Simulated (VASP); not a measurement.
A run of VASP 6.6.1 is set up as follows.

Contents of INCAR:

```
ALGO = Normal
DIPOL = 0.5 0.5 0.457
EDIFF = 1E-6
ENCUT = 520
GGA = PE
GGA_COMPAT = False
IDIPOL = 3
ISIF = 2
ISMEAR = 0
IVDW = 12
LASPH = True
LCHARG = False
LDIPOL = True
LREAL = False
LWAVE = False
NBANDS = 137
NELM = 120
NELMDL = -8
PREC = Accurate
SIGMA = 0.05
```

KPOINTS

```
k-points
0
Gamma
  3 3 1
```

POSCAR

```
Zn6H2O7
1.0
    6.5094894540      0.0000000000      0.0000000000
    0.0000000000      5.2564237872      0.0000000000
    0.0000000000      0.0000000000     26.7881105972
Zn O H
12 14 4
Direct
    0.5000000000      0.9983827816      0.2986399497
    0.0000000000      0.9983827816      0.2986399497
    0.7500000000      0.4983827816      0.3337138631
    0.2500000000      0.4983827816      0.3337138631
    0.7500000000      0.9983827816      0.4038616900
    0.2500000000      0.9983827816      0.4038616900
    0.0000000000      0.4983827816      0.4389356034
    0.5000000000      0.4983827816      0.4389356034
   -0.0006737423      0.9921703593      0.5078219646
    0.5030546072      0.9925966852      0.5085641267
    0.2480662282      0.5142494649      0.5485269325
    0.7518363499      0.5085773772      0.5493453238
    0.5000000000      0.6195172184      0.2986399497
    0.0000000000      0.6195172184      0.2986399497
    0.7500000000      0.1195172184      0.3337138631
    0.2500000000      0.1195172184      0.3337138631
    0.7500000000      0.6195172184      0.4038616900
    0.2500000000      0.6195172184      0.4038616900
    0.0000000000      0.1195172184      0.4389356034
    0.5000000000      0.1195172184      0.4389356034
   -0.0015531265      0.6166098265      0.5082636052
    0.4997497375      0.6155323891      0.5100111037
    0.2509829283      0.1295514841      0.5441640146
    0.7511614511      0.1268723644      0.5449615228
    0.2179509740      0.7503417626      0.6038888273
    0.7899099958      0.7568315670      0.6019431130
    0.0696210093      0.7502656167      0.6124354593
    0.6939848159      0.7431260160      0.6308717646
    0.2423227307      0.0048494183      0.5745033569
    0.7609416188     -0.0104463248      0.5754745628
```

Potentials or basis: VASP PAW PBE potentials, release 64 (Zn, O, H).

The run is started by

```bash
$ cat potpaw_PBE.64/Zn/POTCAR potpaw_PBE.64/O/POTCAR potpaw_PBE.64/H/POTCAR > POTCAR
$ mpirun -np 1 vasp_std > vasp.out
```

What does it give for the band gap on the k mesh?

0.70 eV.

Predict the largest force.

1.733 eV/Å.

What does it give for the dispersion energy per atom?

-0.149 eV.

Forces on the atoms (eV/Å):
```
Zn   0.001 -1.368  1.065
Zn  -0.001 -1.366  1.066
Zn  -0.003  0.724 -0.743
Zn   0.003  0.724 -0.750
Zn   0.006 -0.283  0.132
Zn  -0.003 -0.279  0.148
Zn  -0.014  0.127 -0.033
Zn   0.008  0.181  0.136
Zn   0.150  0.004 -0.002
Zn  -0.138  0.008 -0.016
Zn  -0.013  0.074  0.310
Zn  -0.025 -0.170 -0.366
O   -0.002  0.701  0.038
O    0.001  0.699  0.043
O    0.001  0.079 -0.877
O    0.000  0.079 -0.871
O   -0.052  0.045  0.270
O    0.039  0.040  0.293
O   -0.002 -0.033 -0.173
O    0.016 -0.062 -0.001
O   -0.185 -0.019  0.007
O    0.143 -0.020  0.020
O    0.035  0.166 -0.226
O    0.024 -0.124  0.258
O    0.067  0.096 -0.156
O   -0.892 -0.017  1.208
H    0.289 -0.031  0.014
H    0.628  0.086 -0.889
H   -0.037 -0.319  0.275
H   -0.045  0.258 -0.177
```

Caveat: semilocal functionals underestimate gaps, and a narrow one can read as zero.
